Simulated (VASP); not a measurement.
Here is a VASP 6.6.1 calculation.

File INCAR:

```
SYSTEM = LiC18
ALGO = Normal
EDIFF = 1E-6
ENCUT = 520
GGA = PE
ISIF = 2
ISMEAR = 0
ISPIN = 2
LASPH = .TRUE.
LCHARG = .FALSE.
LORBIT = 11
LREAL = Auto
LWAVE = .FALSE.
MAGMOM = 0 0 0 0 0 0 0 0 0 0 0 0 0 0 0 0 0 0 0
NBANDS = 56
NELM = 150
PREC = Accurate
SIGMA = 0.05
```

The input KPOINTS:

```
k-points
0
G
  2 2 1
  0 0 0
```

File POSCAR:

```
LiC18
1.0
    7.3980000000      0.0000000000      0.0000000000
   -3.6990000000      6.4068560000      0.0000000000
    0.0000000000      0.0000000000     13.0000000000
C Li
18 1
Direct
   -0.0076830401     -0.0049662424      0.0739513077
    0.2155667523      0.1071062000      0.0780689231
   -0.0074182547      0.3300948234      0.0780696154
    0.2156006899      0.4415471489      0.0802271538
   -0.0068315400      0.6630262956      0.0783546154
    0.2153625888      0.7742304494      0.0786948462
    0.3267338170     -0.0039595084      0.0788560000
    0.5484963380      0.1076955686      0.0783487692
    0.3270239916      0.3301255717      0.0802216923
    0.5491410748      0.4411531959      0.0796890769
    0.3266281039      0.6636668594      0.0796914615
    0.5483880567      0.7740153673      0.0778728462
    0.6583894466     -0.0041837994      0.0764751538
    0.8805055153      0.1068417957      0.0739328462
    0.6597034375      0.3298875455      0.0786878462
    0.8815134827      0.4412643268      0.0788584615
    0.6594915828      0.6629142281      0.0778663846
    0.8812940917      0.7729193539      0.0764730769
    1.0487729616      1.1632323249      0.2110447692
```

Potentials or basis: VASP PAW PBE potentials, release 64 (C, Li_sv).

Launch:

```bash
$ cat potpaw_PBE.64/C/POTCAR potpaw_PBE.64/Li_sv/POTCAR > POTCAR
$ mpirun -np 1 vasp_std > vasp.out
```

**Question.** Predict the largest force.

**Answer.** 0.435 eV/Å.

**Question.** Estimate the net moment.

**Answer.** 0.00 μB per cell.

Forces in eV/Å, atoms in the order of the input:
```
C   -0.012 -0.027  0.015
C   -0.003 -0.025  0.001
C   -0.027 -0.018  0.003
C   -0.021 -0.022  0.008
C   -0.016 -0.025 -0.003
C   -0.015 -0.022  0.000
C   -0.012 -0.023 -0.002
C   -0.009 -0.015 -0.003
C   -0.012 -0.022  0.012
C   -0.006 -0.020  0.005
C   -0.014 -0.018  0.006
C   -0.009 -0.019  0.002
C   -0.010 -0.015  0.003
C   -0.014 -0.023  0.021
C   -0.005 -0.018 -0.003
C   -0.010 -0.019 -0.005
C   -0.003 -0.021 -0.001
C   -0.016 -0.022  0.006
Li   0.213  0.373 -0.065
```

Caveat: the k points lie up to 0.49 Å⁻¹ apart; there is no dipole correction, which matters where the two faces differ; no moment was typed at the start, so none could form.
